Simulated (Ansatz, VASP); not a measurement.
## Two plane-wave programs on Sb

```xyz
1
Lattice="0.1734 2.3885 2.4959 2.4173 0.0647 2.6045 2.3205 2.4004 0.1615" Properties=species:S:1:pos:R:3 pbc="T T T"
Sb    0.0000    0.0000    0.0000
```

Change from the starting cell: cell sheared at random, sigma 0.03, atoms nudged by 0.01 Å.

Alike in both runs: functional PBEsol-based screened hybrid; k mesh 5 × 5 × 5; occupations fermi-dirac, width 0.05 eV; no spin polarisation.

```csv
,VASP,Ansatz
version,VASP 6.6.1,Ansatz 0.2.0
potentials or method,"VASP PAW PBE potentials, release 64 (Sb)",Ansatz PAW
plane-wave cutoff (eV),520,420
valence electrons in the cell,5,15
task,single point,band structure
```

Ansatz gave:

* gap on the k mesh at the Fermi level (eV): none
* pressure (GPa): -1.6
* traceless stress, the component that is largest in VASP (GPa): 1.81

Task: What did VASP give for the same quantities?

Result: gap on the k mesh at the Fermi level (eV): none; pressure (GPa): -2.6; traceless stress, the component that is largest in VASP (GPa): 1.98.

VASP's potentials were made for PBE, not for PBEsol-based screened hybrid. A gap of «none» marks a metal or a gap that the smearing closes. VASP's potentials hold 5 valence electrons a cell and Ansatz's 15, so a difference there can come from the potentials and not from the codes.

The k mesh is coarse, so the values compare programs but aren't converged. Neither program's run includes spin-orbit coupling.
